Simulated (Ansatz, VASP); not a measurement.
## One calculation of ZrH, two programs

```
Zr H
1.0
     3.24279    0.00000    0.00000
     0.00000    3.24279    0.00000
     0.00000    0.00000    4.94800
Zr H
2 2
Direct
  0.00000 0.50000 0.00000
  0.50000 0.00000 0.50000
  0.00000 0.00000 0.75000
  0.00000 0.00000 0.25000
```

Alike in both runs: task single point; functional r2SCAN; k mesh 10 × 10 × 8; occupations gaussian, width 0.05 eV; no spin polarisation.

|  | VASP | Ansatz |
| --- | --- | --- |
| version | VASP 6.6.1 | Ansatz 0.2.0 |
| potentials or method | VASP PAW PBE potentials, release 64 (Zr_sv, H), cutoff 520 eV | scalar-relativistic, plane waves, PAW |
| valence electrons in the cell | 26 | 26 |

|  | VASP | Ansatz | Ansatz less VASP |
| --- | --- | --- | --- |
| gap on the k mesh at the Fermi level (eV) | none | none | - |
| pressure (GPa) | 0.9 | 0.9 | +0.06 |
| traceless stress, the component that is largest in VASP (GPa) | 0.66 | 0.68 | +0.025 |

VASP's potentials were made for PBE, not for r2SCAN. A gap of «none» marks a metal or a gap that the smearing closes.
